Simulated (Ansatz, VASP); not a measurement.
## P: VASP beside Ansatz

```
CELL_PARAMETERS angstrom
0.00000 2.67040 2.67040
2.67040 0.00000 2.67040
2.67040 2.67040 0.00000
ATOMIC_POSITIONS crystal
P 0.12500 0.12500 0.12500
P 0.87500 0.87500 0.87500
```

Alike in both runs: functional LDA; k mesh 10 × 10 × 10; occupations fermi-dirac, width 0.1 eV; no spin polarisation.

Ansatz relaxed the structure, and its values are those at the end. VASP's run is a single point on that final structure, the one shown.

```csv
,VASP,Ansatz
version,VASP 6.6.1,Ansatz 0.2.0
potentials or method,"VASP PAW LDA potentials, release 64 (P), cutoff 520 eV","plane waves (420 eV) with PAW, scalar-relativistic"
valence electrons in the cell,10,10
```

VASP gave:

- pressure (GPa): -0.2

**Question.** What did Ansatz give for the same quantities?

**Answer.** Pressure (GPa): 0.0.

Ansatz warns that its potentials were made for another functional, while VASP's fit it. LDA's correlation is that of Perdew and Zunger in VASP and of Perdew and Wang (1992) in Ansatz.
